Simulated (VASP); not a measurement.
Runs of VASP 6.6.1 on In2O3. The structure is that of space group R-3c (No. 167), or close to it. The cells are those of the table. 

```tsv
cell	gap on the mesh (eV)	pressure (GPa)	largest force (eV/Å)
a = 5.419 Å, angles 60.5°, 10 atoms	1.68	18.1	1.34
a = 5.667 Å, angles 55.1°, 10 atoms	(a)	20.6	0.27
a = 5.576 Å, angles 58.6°, 10 atoms	(b)	8.4	0.55
a = 5.932 Å, angles 50.1°, 10 atoms	1.33	26.3	1.61
```

Alike in all rows: task single point; level LDA; potentials or basis VASP PAW LDA potentials, release 64 (In_d, O); no spin polarisation; k mesh 6 × 6 × 6; cutoff (eV) 520; smearing gaussian 0.05 eV.

Question: Fill in the values left out.

Answer: (a) 1.78; (b) 1.52.

Caveats: spin-orbit coupling is left out, which moves the levels of the heavy elements; forces of over 1 eV/Å act on the atoms, so gaps and moduli don't describe the material at rest (at least some runs); the stress differs along the axes, from 13 to 27 GPa (at least some runs); the stress differs along the axes, from 13 to 24 GPa (at least some runs); the stress differs along the axes, from 6 to 13 GPa (at least some runs); the stress differs along the axes, from 2 to 38 GPa (at least some runs).

A k mesh can miss the band edges, and the runs leave out spin-orbit coupling on In.
